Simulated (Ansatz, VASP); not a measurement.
# CO: VASP beside Ansatz

The input INCAR:

```
PREC = Accurate
ENCUT = 600
EDIFF = 1E-7
ISMEAR = 0
SIGMA = 0.02
LREAL = F
LASPH = T
NELM = 120
ALGO = Normal
ISIF = 3
LWAVE = F
LCHARG = F
GGA = PE
IBRION = 2
NSW = 100
EDIFFG = -0.01
GGA_COMPAT = F
NELMIN = 4
```

Contents of KPOINTS:

```
regular mesh
0
Gamma
  4 4 4
```

File POSCAR:

```
CO
1.0
    6.0978309349      0.0000000000      0.0000000000
    0.0000000000      6.0978309349      0.0000000000
    0.0000000000      0.0000000000      6.0978309349
C O
4 4
Direct
    0.9661477803      0.9661477803      0.9661477803
    0.5338522197      0.0338522197      0.4661477803
    0.4661477803      0.5338522197      0.0338522197
    0.0338522197      0.4661477803      0.5338522197
    0.0736114394      0.0736114394      0.0736114394
    0.4263885606      0.9263885606      0.5736114394
    0.5736114394      0.4263885606      0.9263885606
    0.9263885606      0.5736114394      0.4263885606
```

Input for Ansatz:

```yaml
crystal:
  lattice:
    - [6.0978309349, 0.0, 0.0]
    - [0.0, 6.0978309349, 0.0]
    - [0.0, 0.0, 6.0978309349]
  atoms:
    - { symbol: C, position: [0.9661477803, 0.9661477803, 0.9661477803] }
    - { symbol: C, position: [0.5338522197, 0.0338522197, 0.4661477803] }
    - { symbol: C, position: [0.4661477803, 0.5338522197, 0.0338522197] }
    - { symbol: C, position: [0.0338522197, 0.4661477803, 0.5338522197] }
    - { symbol: O, position: [0.0736114394, 0.0736114394, 0.0736114394] }
    - { symbol: O, position: [0.4263885606, 0.9263885606, 0.5736114394] }
    - { symbol: O, position: [0.5736114394, 0.4263885606, 0.9263885606] }
    - { symbol: O, position: [0.9263885606, 0.5736114394, 0.4263885606] }
basis:
  ecutwfc: 420
kpoints:
  mp_grid: { grid: [4, 4, 4] }
hamiltonian:
  xc: pbe
scf:
  occupations: { method: gaussian, width: 0.02 }
output:
  forces: true
  stress: true
  eigenvalues: true
relax:
  adjacent_minimum: "off"
  f_tol: 0.01
  max_steps: 80
  cell: { stress_tol: 0.05 }
```

Alike in both runs: task relaxation of cell and atoms; functional PBE; k mesh 4 × 4 × 4; occupations gaussian, width 0.02 eV; no spin polarisation.

|  | VASP | Ansatz |
| --- | --- | --- |
| version | VASP 6.6.1 | Ansatz 0.2.0 |
| potentials or method | VASP PAW PBE potentials, release 64 (C, O), cutoff 600 eV | scalar-relativistic, plane waves, PAW |
| valence electrons in the cell | 40 | 40 |

Ansatz gave:

* gap on the k mesh at the Fermi level, each at its own relaxed structure (eV): 6.30
* relaxed volume (Å³/atom): 28.34
* relaxed length of the cell vector where the two differ most in proportion (Å): 6.098

Question: What did VASP give for the same quantities?

Answer: gap on the k mesh at the Fermi level, each at its own relaxed structure (eV): 6.11; relaxed volume (Å³/atom): 24.92; relaxed length of the cell vector where the two differ most in proportion (Å): 5.842.

One of these differences is far larger than is usual between the two programs; its cause wasn't traced.

Noted on VASP's run: the standard files for N, O and F lose accuracy on very short bonds.
